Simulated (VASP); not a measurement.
Write the native input for VASP 6.6.1 that does the following.

```yaml
Task: single point
Functional: r2SCAN
Potentials_or_basis: VASP PAW PBE potentials, release 64 (In_d, As)
Cutoff: 520 eV
k_mesh: 6 × 6 × 6
Occupations: fermi-dirac, width 0.02 eV
Spin: no spin polarisation
Dipole_correction: no
Further_INCAR_settings: ALGO = Normal; EDIFF = 1e-06; NBANDS = 16
```

The system is InAs.

```
CELL_PARAMETERS angstrom
0.00000 3.05459 3.05459
3.05459 0.00000 3.05459
3.05459 3.05459 0.00000
ATOMIC_POSITIONS crystal
In 0.00000 0.00000 0.00000
As 0.25000 0.25000 0.25000
```

One way to write it, as run:

POSCAR

```
InAs
1.0
    0.0000000000      3.0545904669      3.0545904669
    3.0545904669      0.0000000000      3.0545904669
    3.0545904669      3.0545904669      0.0000000000
In As
1 1
Direct
    0.0000000000      0.0000000000      0.0000000000
    0.2500000000      0.2500000000      0.2500000000
```

INCAR.step1

```
SYSTEM = InAs
PREC = Accurate ; ENCUT = 520
ISMEAR = -1 ; SIGMA = 0.02
LREAL = .FALSE. ; LASPH = .TRUE.
NELM = 80 ; NBANDS = 16
GGA = PE ; ALGO = Normal
EDIFF = 1E-4 ; LWAVE = .TRUE.
LCHARG = .FALSE.
```

INCAR.step2

```
SYSTEM = InAs
PREC = Accurate ; ENCUT = 520
EDIFF = 1E-6 ; ISMEAR = -1
SIGMA = 0.02 ; LREAL = .FALSE.
LASPH = .TRUE. ; NELM = 80
ALGO = Normal ; ISIF = 2
LWAVE = .FALSE. ; LCHARG = .FALSE.
METAGGA = R2SCAN ; LMIXTAU = .TRUE.
NBANDS = 16 ; ISTART = 1
```

KPOINTS

```
Automatic mesh
0
G
  6 6 6
  0 0 0
```

Potentials or basis: VASP PAW PBE potentials, release 64 (In_d, As).

Run with:

```sh
$ cat potpaw_PBE.64/In_d/POTCAR potpaw_PBE.64/As/POTCAR > POTCAR
$ cp INCAR.step1 INCAR
$ mpirun -np 1 vasp_std > vasp.out
$ cp INCAR.step2 INCAR
$ mpirun -np 1 vasp_std > vasp.out
```

Results of the run:

- Pressure: 0.0 GPa
- Band gap on the k mesh: 0.08 eV, direct

Caveat: the PAW data sets were made with another functional, which shifts forces and pressure a little; spin-orbit coupling is left out, which moves the levels of the heavy elements.

It took 33 s on 1 thread of Intel(R) Xeon(R) Platinum 8559C (Emerald Rapids), on a shared host, peak memory 0.18 GiB.
